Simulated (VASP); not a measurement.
**Sr3Be4: single point with PBE**

The system is Sr3Be4.

```
Sr Be
1.0
     5.10081    0.00000    0.00000
     0.00000    5.10081    0.00000
     0.00000    0.00000    5.10081
Sr Be
3 4
Direct
  0.00000 0.50000 0.50000
  0.50000 0.00000 0.50000
  0.50000 0.50000 0.00000
  0.50000 0.00000 0.00000
  0.00000 0.50000 0.00000
  0.00000 0.00000 0.50000
  0.50000 0.50000 0.50000
```

```json
{
  "Program": "VASP 6.6.1",
  "Task": "single point",
  "Functional": "PBE",
  "Potentials or basis": "VASP PAW PBE potentials, release 64 (Sr_sv, Be)",
  "Cutoff": "520 eV",
  "k mesh": "4 × 4 × 4",
  "Occupations": "gaussian, width 0.1 eV",
  "Spin": "no spin polarisation"
}
```

The pressure is 29.1 GPa and the band gap on the k mesh is zero (band 19 reaches 4.04 eV, above the bottom of band 20 at 2.84 eV).

Levels at points of the mesh, in eV from the Fermi level:
| k point | band 15 | band 16 | band 17 | band 18 | band 19 | band 20 | band 21 | band 22 | band 23 | band 24 |
| --- | --- | --- | --- | --- | --- | --- | --- | --- | --- | --- |
| (0.00, 0.00, 0.00) | -2.56 | -2.56 | 0.57 | 0.57 | 0.57 | 0.61 | 0.61 | 0.61 | 3.15 | 3.15 |
| (0.50, 0.00, 0.00) | -2.65 | -1.25 | -0.11 | -0.11 | -0.06 | -0.04 | 0.52 | 0.81 | 0.81 | 1.05 |
| (0.50, 0.50, 0.00) | -2.32 | -2.29 | -0.98 | -0.98 | -0.17 | -0.13 | 0.28 | 0.55 | 0.55 | 0.58 |
| (0.50, 0.50, 0.50) | -2.45 | -2.45 | -0.84 | -0.84 | -0.84 | -0.61 | 0.09 | 0.09 | 0.09 | 0.54 |

Wall time 18 s on 1 thread of Intel(R) Xeon(R) 6975P-C (Granite Rapids), with other jobs on the host, peak memory 0.24 GiB.
